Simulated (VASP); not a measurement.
Wanted: the native input for a VASP 6.6.1 run.

```yaml
Task: single point
Functional: r2SCAN
Potentials_or_basis: VASP PAW PBE potentials, release 64 (Bi_d)
Cutoff: 520 eV
k_mesh: 7 × 7 × 7
Occupations: fermi-dirac, width 0.05 eV
Spin: no spin polarisation
Dipole_correction: no
Further_INCAR_settings: ALGO = Normal; EDIFF = 1e-06; NBANDS = 22
```

Crystal: Bi.

```
Bi
1.0
     2.26750    1.30914    3.93800
    -2.26750    1.30914    3.93800
     0.00000   -2.61828    3.93800
Bi
2
Direct
  0.76600 0.76600 0.76600
  0.23400 0.23400 0.23400
```

These files were run (other wordings do the same):

POSCAR

```
Bi
1.0
    2.2675000000      1.3091417354      3.9380000000
   -2.2675000000      1.3091417354      3.9380000000
    0.0000000000     -2.6182834708      3.9380000000
Bi
2
Direct
    0.7660000000      0.7660000000      0.7660000000
    0.2340000000      0.2340000000      0.2340000000
```

INCAR.step1

```
ALGO = Normal
EDIFF = 1E-4
ENCUT = 520
GGA = PE
ISMEAR = -1
LASPH = True
LCHARG = False
LREAL = False
LWAVE = True
NBANDS = 22
NELM = 60
PREC = Accurate
SIGMA = 0.05
```

INCAR.step2

```
ALGO = Normal
EDIFF = 1E-6
ENCUT = 520
ISIF = 2
ISMEAR = -1
ISTART = 1
LASPH = True
LCHARG = False
LMIXTAU = True
LREAL = False
LWAVE = False
METAGGA = R2SCAN
NBANDS = 22
NELM = 60
PREC = Accurate
SIGMA = 0.05
```

KPOINTS

```
k-points
0
Gamma
  7 7 7
```

Potentials or basis: VASP PAW PBE potentials, release 64 (Bi_d).

The run is started by

```sh
$ cat potpaw_PBE.64/Bi_d/POTCAR > POTCAR
$ cp INCAR.step1 INCAR
$ mpirun -np 1 vasp_std > vasp.out
$ cp INCAR.step2 INCAR
$ mpirun -np 1 vasp_std > vasp.out
```

Results of the run:

```
Pressure               : 1.1 GPa
Largest force          : 0.029 eV/Å
Band gap on the k mesh : 0.29 eV, indirect (least direct gap 0.62 eV)
```

Caveat: the PAW data sets were made with another functional, which shifts forces and pressure a little; spin-orbit coupling is left out, which moves the levels of the heavy elements.

Run time: 94 s on 1 thread of Intel(R) Xeon(R) 6975P-C (Granite Rapids) (shared host), peak memory 0.24 GiB.
